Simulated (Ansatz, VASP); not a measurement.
**SnO2 in VASP and in Ansatz**

File INCAR:

```
PREC = Accurate ; ENCUT = 520
EDIFF = 1E-7 ; ISMEAR = -1
SIGMA = 0.02 ; LREAL = F
LASPH = T ; NELM = 120
ALGO = Normal ; ISIF = 2
LWAVE = F ; LCHARG = F
GGA = PE ; IBRION = 2
NSW = 80 ; EDIFFG = -0.02
GGA_COMPAT = F ; NELMIN = 4
```

The input KPOINTS:

```
Automatic mesh
0
Gamma
  7 7 9
```

POSCAR

```
SnO2
1.0
    4.7380000000      0.0000000000      0.0000000000
    0.0000000000      4.7380000000      0.0000000000
    0.0000000000      0.0000000000      3.1865000000
Sn O
2 4
Direct
    0.0000000000      0.0000000000      0.0000000000
    0.5000000000      0.5000000000      0.5000000000
    0.3071000000      0.3071000000      0.0000000000
    0.1929000000      0.8071000000      0.5000000000
    0.6929000000      0.6929000000      0.0000000000
    0.8071000000      0.1929000000      0.5000000000
```

Input for Ansatz:

```yaml
crystal:
  lattice:
    - [4.738, 0.0, 0.0]
    - [0.0, 4.738, 0.0]
    - [0.0, 0.0, 3.1865]
  atoms:
    - { symbol: Sn, position: [0.0, 0.0, 0.0] }
    - { symbol: Sn, position: [0.5, 0.5, 0.5] }
    - { symbol: O, position: [0.3071, 0.3071, 0.0] }
    - { symbol: O, position: [0.1929, 0.8071, 0.5] }
    - { symbol: O, position: [0.6929, 0.6929, 0.0] }
    - { symbol: O, position: [0.8071, 0.1929, 0.5] }
kpoints:
  mp_grid: { grid: [7, 7, 9] }
scf:
  occupations: { method: fermi_dirac, width: 0.02 }
hamiltonian:
  xc: pbe
  pseudopotentials: { kind: paw, frozen_core: stored }
output:
  forces: true
  stress: true
  populations: true
  efg: { quadrupole_moments_barn: { Sn: -0.132, O: -0.02558 } }
relax:
  f_tol: 0.02
  max_steps: 60
```

Alike in both runs: task relaxation of the atoms; functional PBE; k mesh 7 × 7 × 9; occupations fermi-dirac, width 0.02 eV; no spin polarisation.

```csv
,VASP,Ansatz
version,VASP 6.6.1,Ansatz 0.2.0
potentials or method,"VASP PAW PBE potentials, release 64 (Sn_d, O)","plane-wave PAW, scalar-relativistic"
plane-wave cutoff (eV),520,420
valence electrons in the cell,52,52
```

|  | VASP | Ansatz | Ansatz less VASP |
| --- | --- | --- | --- |
| gap on the k mesh at the Fermi level, each at its own relaxed structure (eV) | 1.23 | 1.24 | +0.012 |

Ansatz's warnings: stress scf threshold loose.
